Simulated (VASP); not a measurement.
# As (Cmmm) in VASP: notebook

The runs below take As through single point, relaxation of cell and atoms, with PBE.

Program: VASP 6.6.1. These are calculated values, not measurements. Logs are shortened: lines on timing, memory, paths and dates and some standing lists are left out, and cuts for length are marked.

## Step 1: The cell of the first run

It takes space group Cmmm (No. 65, orthorhombic). The conventional cell has a = 5.117 Å, b = 10.914 Å, c = 3.637 Å, α = 90.00°, β = 90.00°, γ = 90.00°. As (site symmetry m) has 6 As at 2.17 to 3.08 Å within 3.1 Å. Within 3.1 Å of As (site symmetry 2/m) lie 6 As at 2.38 to 2.56 Å.

The cell was generated, and may not be a known phase.

## Step 2: Single point, PBE

INCAR reads:

```
SYSTEM = As
ALGO = Normal
EDIFF = 1E-7
ENCUT = 520
GGA = PE
ISIF = 2
ISMEAR = 0
LASPH = .True.
LCHARG = .False.
LREAL = .False.
LWAVE = .False.
NBANDS = 24
NELM = 100
PREC = Accurate
SIGMA = 0.1
```

KPOINTS reads:

```
k-points
0
Gamma
  4 4 6
  0 0 0
```

POSCAR reads:

```
As
1.0
    2.5585529300     -5.4568626800      0.0000000000
    2.5585529300      5.4568626800      0.0000000000
    0.0000000000      0.0000000000      3.6365348500
As
6
Direct
    0.1019200500      0.3216338200      0.5000000000
    0.8980799500      0.6783661800      0.5000000000
    0.3216338200      0.1019200500      0.5000000000
    0.6783661800      0.8980799500      0.5000000000
    0.0000000000      0.5000000000      0.0000000000
    0.5000000000      0.0000000000      0.0000000000
```

Potentials or basis: VASP PAW PBE potentials, release 64 (As).

Launch:

```console
$ cat potpaw_PBE.64/As/POTCAR > POTCAR
$ mpirun -np 1 vasp_std > vasp.out
```

OUTCAR:

```text
SYSTEM = As
   EDIFF = 1E-7
   ENCUT = 520
   GGA = PE
   ISIF = 2
   ISMEAR = 0
   LASPH = .True.
   LREAL = .False.
   NELM = 100
   PREC = Accurate

 ion  position               nearest neighbor table
   1  0.102  0.322  0.500-   4 2.17   5 2.38   5 2.38   3 2.40
   2  0.898  0.678  0.500-   3 2.17   5 2.38   5 2.38   4 2.40
   3  0.322  0.102  0.500-   2 2.17   6 2.38   6 2.38   1 2.40
   4  0.678  0.898  0.500-   1 2.17   6 2.38   6 2.38   2 2.40
   5  0.000  0.500  0.000-   1 2.38   2 2.38   1 2.38   2 2.38   6 2.56   6 2.56
   6  0.500  0.000  0.000-   3 2.38   4 2.38   3 2.38   4 2.38   5 2.56   5 2.56

  LATTYP: Found a base centered orthorhombic cell.
 ALAT       =     5.1171058600
 B/A-ratio  =     2.1327925704
 C/A-ratio  =     0.7106624232

  Lattice vectors:

 A1 = (   2.5585529300,  -5.4568626800,   0.0000000000)
 A2 = (   2.5585529300,   5.4568626800,   0.0000000000)
 A3 = (   0.0000000000,   0.0000000000,   3.6365348500)

Analysis of symmetry for initial positions (statically):
=====================================================================
 Subroutine PRICEL returns:
 Original cell was already a primitive cell.

 Routine SETGRP: Setting up the symmetry group for a
 base centered orthorhombic supercell.

 Subroutine GETGRP returns: Found  8 space group operations
 (whereof  8 operations were pure point group operations)
 out of a pool of  8 trial point group operations.

The static configuration has the point symmetry D_2h.

Analysis of symmetry for dynamics (positions and initial velocities):
=====================================================================
 Subroutine PRICEL returns:
 Original cell was already a primitive cell.

 Routine SETGRP: Setting up the symmetry group for a
 base centered orthorhombic supercell.

 Subroutine GETGRP returns: Found  8 space group operations
 (whereof  8 operations were pure point group operations)
 out of a pool of  8 trial point group operations.

The dynamic configuration has the point symmetry D_2h.

 Subroutine INISYM returns: Found  8 space group operations
 (whereof  8 operations are pure point group operations),
 and found     1 'primitive' translations

----------------------------------------------------------------------------------------

                                     Primitive cell

  volume of cell :     101.5442

  direct lattice vectors                    reciprocal lattice vectors
[... 97 lines left out ...]
   EDIFFG = 0.1E-05   stopping-criterion for IOM
   NSW    =      0    number of steps for IOM
   IBRION =     -1    ionic relax: 0-MD 1-quasi-New 2-CG
   NFREE  =      0    steps in history (QN), initial steepest desc. (CG)
   ISIF   =      2    stress and relaxation
   ISYM   =      2    0-nonsym 1-usesym 2-fastsym
   POTIM  = 0.5000    time-step for ionic-motion
   TEBEG  =    0.0;   TEEND  =   0.0 temperature during run
   PSTRESS=    0.0 pullay stress
   NELECT =      30.0000    total number of electrons
   NUPDOWN=      -1.0000    fix difference up-down
   EMIN   =  10.00;   EMAX   =-10.00  energy-range for DOS
   EFERMI =   0.00;   METHOD = LEGACY
   ISMEAR =     0;   SIGMA  =   0.10  broadening in eV -4-tet -1-fermi 0-gaus
   EFERMI_NEDOS =   21; number of points for ismear=-14 and -15
   IALGO  =     38    algorithm
   IMIX   =      4    mixing-type and parameters
     AMIX     =   0.40;   BMIX     =  1.00
     AMIX_MAG =   1.60;   BMIX_MAG =  1.00
  volume/ion in A,a.u.               =      16.92       114.21
  Fermi-wavevector in a.u.,A,eV,Ry     =   1.090344  2.060451 16.175286  1.188850
  Thomas-Fermi vector in A             =   2.226566
   LORBIT       =      0    0 simple, 1 ext, 2 COOP (PROOUT), +10 PAW based schemes
   GGA     = PE    functional components
   LHFCALC =     F    Hartree Fock is set to
   AEXX    =    0.0000 exact exchange contribution
   IVDW    =     0    specifies the selected vdW correction
   LEPSILON=     F    determine dielectric tensor
   LRPA    =     F    only Hartree local field effects (RPA)
 non-spin polarized calculation
 Gauss-broadening in eV      SIGMA  =   0.10
  energy-cutoff  :      520.00
  volume of cell :      101.54
 maximum number of plane-waves:      2762
 NGX is ok and might be reduce to    48
   NGX = 23   NGY = 23   NGZ = 13

 number of electron      29.9999999 magnetization

 Free energy of the ion-electron system (eV)
  ---------------------------------------------------
  ext. energy  EPLUGINS =         0.00000000
  ---------------------------------------------------
  free energy    TOTEN  =       -21.92319092 eV

  energy without entropy =      -21.90937441  energy(sigma->0) =      -21.91628267

 E-fermi :   8.2519     XC(G=0): -10.9098

 val. band max:        8.2277844721   @ k =   0.5000   0.5000   0.0000
 cond. band min:       8.2780808898   @ k =   0.5000   0.2500   0.1667
 fundamental gap:      0.0502964177
 Fermi energy:         8.2518933815

 k-point     1 :       0.0000    0.0000    0.0000
  band No.  band energies     occupation
      1      -9.7970      2.00000
      2      -5.6292      2.00000
      3      -5.0837      2.00000
      4      -4.3242      2.00000
      5      -2.9391      2.00000
      6      -0.1601      2.00000
[... 637 lines left out ...]
     23      15.1142      0.00000
     24      15.1398      0.00000

 [... further k-points ...]

------------------------ aborting loop because EDIFF is reached ----------------------------------------

  FORCE on cell =-STRESS in cart. coord.  units (eV):
  Direction    XX          YY          ZZ          XY          YZ          ZX
  --------------------------------------------------------------------------------------
  -------------------------------------------------------------------------------------
  Total       29.4828366     32.3789134     28.2573057     -0.0000000      0.0000000      0.0000000
  in kB      465.1838909    510.8785539    445.8473110     -0.0000000      0.0000000      0.0000000
  external PRESSURE =     473.9699186 kB  Pullay stress =       0.0000000 kB

 VOLUME and BASIS-vectors are now :
 -----------------------------------------------------------------------------
  energy-cutoff  :      520.00
  volume of cell :      101.54
      direct lattice vectors                 reciprocal lattice vectors
     2.558552930 -5.456862680  0.000000000     0.195422965 -0.091627741  0.000000000
     2.558552930  5.456862680  0.000000000     0.195422965  0.091627741  0.000000000
     0.000000000  0.000000000  3.636534850     0.000000000  0.000000000  0.274987053

 POSITION                                       TOTAL-FORCE (eV/Angst)
 -----------------------------------------------------------------------------------
      1.08368      1.19895      1.81827         4.094946     -1.559403      0.000000
      4.03342     -1.19895      1.81827        -4.094946      1.559403      0.000000
      1.08368     -1.19895      1.81827         4.094946      1.559403      0.000000
      4.03342      1.19895      1.81827        -4.094946     -1.559403     -0.000000
      1.27928      2.72843      0.00000         0.000000     -0.000000      0.000000
      1.27928     -2.72843      0.00000         0.000000      0.000000      0.000000
 -----------------------------------------------------------------------------------
    total drift:                                0.000000     -0.000000      0.000000

  FREE ENERGIE OF THE ION-ELECTRON SYSTEM (eV)
  ---------------------------------------------------
  free  energy   TOTEN  =       -21.9231909248 eV

  energy  without entropy=      -21.9093744104  energy(sigma->0) =      -21.91628267
```

OSZICAR:

```text
N       E                     dE             d eps       ncg     rms          rms(c)
DAV:   1     0.127982188803E+03    0.12798E+03   -0.12554E+04  1344   0.109E+03
DAV:   2    -0.137238802972E+02   -0.14171E+03   -0.13312E+03  1728   0.182E+02
DAV:   3    -0.220742618075E+02   -0.83504E+01   -0.81373E+01  1760   0.437E+01
DAV:   4    -0.221754622536E+02   -0.10120E+00   -0.10094E+00  1616   0.502E+00
DAV:   5    -0.221767761463E+02   -0.13139E-02   -0.13133E-02  1768   0.473E-01    0.983E+00
DAV:   6    -0.219959964077E+02    0.18078E+00   -0.96374E-02  1552   0.141E+00    0.589E+00
DAV:   7    -0.219235712589E+02    0.72425E-01   -0.15626E-01  1504   0.182E+00    0.292E-01
DAV:   8    -0.219230921497E+02    0.47911E-03   -0.11353E-02  1576   0.527E-01    0.130E-01
DAV:   9    -0.219231378743E+02   -0.45725E-04   -0.62021E-04  1696   0.116E-01    0.470E-02
DAV:  10    -0.219231807859E+02   -0.42912E-04   -0.57901E-05  1608   0.371E-02    0.122E-02
DAV:  11    -0.219231898648E+02   -0.90789E-05   -0.74060E-06  1640   0.136E-02    0.447E-03
DAV:  12    -0.219231909103E+02   -0.10455E-05   -0.17647E-06  1624   0.630E-03    0.118E-03
DAV:  13    -0.219231909248E+02   -0.14502E-07   -0.17796E-07  1512   0.193E-03
   1 F= -.21923191E+02 E0= -.21916283E+02  d E =-.138165E-01
```

Run time: 48 s. Hardware: 1 thread of Intel Xeon 6975P-C (Granite Rapids), shared host; peak memory 0.24 GiB.

What came out:

```yaml
Free_energy: -21.9232 eV
Pressure: 47.4 GPa
Largest_force: 4.382 eV/Å
Band_gap_on_the_k_mesh: zero (bands 15 and 16 overlap by 1.47 eV)
```

Forces in eV/Å, atoms in the order of the input:
```
As   4.095 -1.559  0.000
As  -4.095  1.559  0.000
As   4.095  1.559  0.000
As  -4.095 -1.559  0.000
As   0.000  0.000  0.000
As   0.000  0.000  0.000
```

Caveat: the stress differs along the axes, from 45 to 51 GPa; forces of over 1 eV/Å act on the atoms, so gaps and moduli don't describe the material at rest.

## Step 3: Relaxation of cell and atoms, PBE

INCAR reads:

```
SYSTEM = As
  PREC = Accurate
  ENCUT = 600
  EDIFF = 1E-6
  ISMEAR = 0
  SIGMA = 0.1
  LREAL = .False.
  LASPH = .True.
  NELM = 60
  ALGO = Normal
  ISIF = 3
  LWAVE = .False.
  LCHARG = .False.
  GGA = PE
  IBRION = 2
  NSW = 90
  EDIFFG = -0.04
```

KPOINTS reads:

```
regular mesh
0
Gamma
  4 4 6
  0 0 0
```

POSCAR is that of step 2.

Potentials or basis: VASP PAW PBE potentials, release 64 (As).

Launch:

```console
$ cat potpaw_PBE.64/As/POTCAR > POTCAR
$ mpirun -np 1 vasp_std > vasp.out
```

OUTCAR:

```text
SYSTEM = As
   PREC = Accurate
   ENCUT = 600
   EDIFF = 1E-6
   ISMEAR = 0
   LREAL = .False.
   LASPH = .True.
   NELM = 60
   ISIF = 3
   GGA = PE
   IBRION = 2
   NSW = 90
   EDIFFG = -0.04

 ion  position               nearest neighbor table
   1  0.102  0.322  0.500-   4 2.17   5 2.38   5 2.38   3 2.40
   2  0.898  0.678  0.500-   3 2.17   5 2.38   5 2.38   4 2.40
   3  0.322  0.102  0.500-   2 2.17   6 2.38   6 2.38   1 2.40
   4  0.678  0.898  0.500-   1 2.17   6 2.38   6 2.38   2 2.40
   5  0.000  0.500  0.000-   1 2.38   2 2.38   1 2.38   2 2.38   6 2.56   6 2.56
   6  0.500  0.000  0.000-   3 2.38   4 2.38   3 2.38   4 2.38   5 2.56   5 2.56

  LATTYP: Found a base centered orthorhombic cell.
 ALAT       =     5.1171058600
 B/A-ratio  =     2.1327925704
 C/A-ratio  =     0.7106624232

  Lattice vectors:

 A1 = (   2.5585529300,  -5.4568626800,   0.0000000000)
 A2 = (   2.5585529300,   5.4568626800,   0.0000000000)
 A3 = (   0.0000000000,   0.0000000000,   3.6365348500)

Analysis of symmetry for initial positions (statically):
=====================================================================
 Subroutine PRICEL returns:
 Original cell was already a primitive cell.

 Routine SETGRP: Setting up the symmetry group for a
 base centered orthorhombic supercell.

 Subroutine GETGRP returns: Found  8 space group operations
 (whereof  8 operations were pure point group operations)
 out of a pool of  8 trial point group operations.

The static configuration has the point symmetry D_2h.

Analysis of symmetry for dynamics (positions and initial velocities):
=====================================================================
 Subroutine PRICEL returns:
 Original cell was already a primitive cell.

 Routine SETGRP: Setting up the symmetry group for a
 base centered orthorhombic supercell.

 Subroutine GETGRP returns: Found  8 space group operations
 (whereof  8 operations were pure point group operations)
 out of a pool of  8 trial point group operations.

The dynamic configuration has the point symmetry D_2h.

 Subroutine INISYM returns: Found  8 space group operations
 (whereof  8 operations are pure point group operations),
 and found     1 'primitive' translations

[... 123 lines left out ...]
  volume/ion in A,a.u.               =      16.92       114.21
  Fermi-wavevector in a.u.,A,eV,Ry     =   1.090344  2.060451 16.175286  1.188850
  Thomas-Fermi vector in A             =   2.226566
   LORBIT       =      0    0 simple, 1 ext, 2 COOP (PROOUT), +10 PAW based schemes
   GGA     = PE    functional components
   LHFCALC =     F    Hartree Fock is set to
   AEXX    =    0.0000 exact exchange contribution
   IVDW    =     0    specifies the selected vdW correction
   LEPSILON=     F    determine dielectric tensor
   LRPA    =     F    only Hartree local field effects (RPA)
 conjugate gradient relaxation of ions
 non-spin polarized calculation
 Gauss-broadening in eV      SIGMA  =   0.10
  energy-cutoff  :      600.00
  volume of cell :      101.54
 maximum number of plane-waves:      3426
   NGX = 25   NGY = 25   NGZ = 15

--------------------------------------- Ionic step        1  -------------------------------------------

 number of electron      30.0000001 magnetization

 Free energy of the ion-electron system (eV)
  ---------------------------------------------------
  ext. energy  EPLUGINS =         0.00000000
  ---------------------------------------------------
  free energy    TOTEN  =       -21.92375097 eV

  energy without entropy =      -21.90993479  energy(sigma->0) =      -21.91684288

 E-fermi :   8.2519     XC(G=0): -10.9099

 val. band max:        8.2277369529   @ k =   0.5000   0.5000   0.0000
 cond. band min:       8.2780433326   @ k =   0.5000   0.2500   0.1667
 fundamental gap:      0.0503063797
 Fermi energy:         8.2518561880

 k-point     1 :       0.0000    0.0000    0.0000
  band No.  band energies     occupation
      1      -9.7971      2.00000
      2      -5.6293      2.00000
      3      -5.0837      2.00000
      4      -4.3243      2.00000
      5      -2.9391      2.00000
      6      -0.1601      2.00000
[... 632 lines left out ...]
  FREE ENERGIE OF THE ION-ELECTRON SYSTEM (eV)
  ---------------------------------------------------
  free  energy   TOTEN  =       -26.7660615964 eV

  energy  without entropy=      -26.7490806230  energy(sigma->0) =      -26.75757111

[... ionic steps 4 to 14 ...]

--------------------------------------- Ionic step       15  -------------------------------------------

 number of electron      29.9999999 magnetization

------------------------ aborting loop because EDIFF is reached ----------------------------------------
[... 75 lines left out ...]
--------------------------------------- Ionic step       17  -------------------------------------------

 number of electron      29.9999998 magnetization

 Free energy of the ion-electron system (eV)
  ---------------------------------------------------
  ext. energy  EPLUGINS =         0.00000000
  ---------------------------------------------------
  free energy    TOTEN  =       -26.89571823 eV

  energy without entropy =      -26.88007341  energy(sigma->0) =      -26.88789582

 E-fermi :   4.5885     XC(G=0):  -9.7327

 val. band max:        4.5751451813   @ k =   0.2500   0.0000   0.5000
 cond. band min:       4.5885120504   @ k =   0.5000   0.0000   0.3333
 fundamental gap:      0.0133668692
 Fermi energy:         4.5884692654

 k-point     1 :       0.0000    0.0000    0.0000
  band No.  band energies     occupation
      1      -9.8186      2.00000
      2      -6.7047      2.00000
      3      -6.4096      2.00000
      4      -6.2140      2.00000
      5      -5.6020      2.00000
      6      -1.2807      2.00000
[... 552 lines left out ...]
  FREE ENERGIE OF THE ION-ELECTRON SYSTEM (eV)
  ---------------------------------------------------
  free  energy   TOTEN  =       -26.8957182322 eV

  energy  without entropy=      -26.8800734080  energy(sigma->0) =      -26.88789582

 reached required accuracy - stopping structural energy minimisation
```

CONTCAR:

```text
As
   1.00000000000000
     2.7510120976198760   -6.3038935550929391    0.0000000000000000
     2.7510120976198760    6.3038935550929391    0.0000000000000000
     0.0000000000000000    0.0000000000000000    3.8921029898325079
  As
     6
Direct
     0.1457946879414765    0.3491285013936807    0.5000000000000000
     0.8542053120585237    0.6508714986063195    0.5000000000000000
     0.3491285013936807    0.1457946879414765    0.5000000000000000
     0.6508714986063195    0.8542053120585237    0.5000000000000000
     0.0000000000000000    0.5000000000000000    0.0000000000000000
     0.5000000000000000    0.0000000000000000    0.0000000000000000

  0.00000000E+00  0.00000000E+00  0.00000000E+00
  0.00000000E+00  0.00000000E+00  0.00000000E+00
  0.00000000E+00  0.00000000E+00  0.00000000E+00
  0.00000000E+00  0.00000000E+00  0.00000000E+00
  0.00000000E+00  0.00000000E+00  0.00000000E+00
  0.00000000E+00  0.00000000E+00  0.00000000E+00
```

Run time: 6 min. Hardware: 1 thread of Intel Xeon 6975P-C (Granite Rapids), shared host; peak memory 0.28 GiB.

What came out:

```
Free energy                           : -26.8957 eV
Relaxed volume                        : 22.50 Å³/atom
Relaxed cell                          : a = 6.878 Å, b = 6.878 Å, c = 3.892 Å, α = 90.00°, β = 90.00°, γ = 132.85°
Space group after relaxing (to 0.1 Å) : Pmmm (No. 47)
Energy gained by relaxing             : 828.7 meV/atom
Ionic steps                           : 17
Pressure after relaxing               : 0.0 GPa
Largest force after relaxing          : 0.035 eV/Å
Band gap on the k mesh                : zero (bands 15 and 16 overlap by 1.35 eV)
```

Forces in eV/Å, atoms in the order of the input:
```
As   0.033 -0.012  0.000
As  -0.033  0.012  0.000
As   0.033  0.012  0.000
As  -0.033 -0.012  0.000
As   0.000  0.000  0.000
As   0.000  0.000  0.000
```

Step by step:
| step | energy change (eV) | largest force (eV/Å) | pressure (GPa) | volume (Å³) |
| --- | --- | --- | --- | --- |
| 1 | 0.0000 | 4.3817 | 47.39 | 101.54 |
| 2 | -2.1910 | 0.0677 | -10.99 | 194.28 |
| 3 | -4.8423 | 0.3110 | -1.30 | 141.23 |
| 4 | -4.8497 | 0.3121 | -0.68 | 139.92 |
| 5 | -4.8516 | 0.3143 | -0.14 | 138.83 |
| 6 | -4.9146 | 0.1327 | -0.46 | 138.86 |
| 7 | -4.9150 | 0.1345 | -0.46 | 138.86 |
| 8 | -4.9150 | 0.1337 | -0.46 | 138.86 |
| 9 | -4.9218 | 0.1685 | -0.03 | 137.66 |
| 10 | -4.9270 | 0.2149 | 0.78 | 135.62 |
| 11 | -4.9303 | 0.2127 | 0.78 | 135.47 |
| 12 | -4.9397 | 0.1986 | 0.80 | 135.04 |
| 13 | -4.9556 | 0.1633 | 0.90 | 134.17 |
| 14 | -4.9621 | 0.0114 | 1.21 | 132.39 |
| 15 | -4.9649 | 0.0736 | 1.07 | 133.03 |
| 16 | -4.9718 | 0.0405 | 0.14 | 134.67 |
| 17 | -4.9720 | 0.0354 | -0.03 | 134.99 |

Final structure:
```yaml
crystal:
  lattice:
    - [2.75101, -6.30389, 0.00000]
    - [2.75101, 6.30389, 0.00000]
    - [0.00000, 0.00000, 3.89210]
  atoms:
    - { symbol: As, position: [0.14579, 0.34913, 0.50000] }
    - { symbol: As, position: [0.85421, 0.65087, 0.50000] }
    - { symbol: As, position: [0.34913, 0.14579, 0.50000] }
    - { symbol: As, position: [0.65087, 0.85421, 0.50000] }
    - { symbol: As, position: [0.00000, 0.50000, 0.00000] }
    - { symbol: As, position: [0.50000, 0.00000, 0.00000] }
```

Levels at points of the mesh, in eV from the Fermi level:
```csv
k point,band 11,band 12,band 13,band 14,band 15,band 16,band 17,band 18,band 19
"(0.00, 0.00, 0.00)",-2.58,-1.73,-1.24,-1.11,-0.40,0.60,1.29,3.36,3.59
"(0.50, 0.00, 0.00)",-2.01,-1.94,-0.47,-0.45,-0.25,-0.23,0.72,0.72,2.15
"(0.50, 0.50, 0.00)",-3.13,-1.75,-1.44,-0.19,0.53,0.77,1.33,1.86,3.29
"(0.00, 0.00, 0.50)",-3.68,-3.31,-3.06,-1.13,-0.53,2.03,2.31,2.58,3.09
"(0.50, 0.00, 0.50)",-1.12,-1.10,-0.85,-0.66,-0.05,-0.04,0.27,0.32,1.00
"(0.50, 0.50, 0.50)",-3.42,-3.33,-3.12,-2.72,-0.68,-0.13,0.89,3.17,4.24
```

Caveat: the volume moved by over 15 % at a fixed basis, so the end points are rough.

The gap in the log of VASP goes by the Fermi energy; the results here count the filled bands.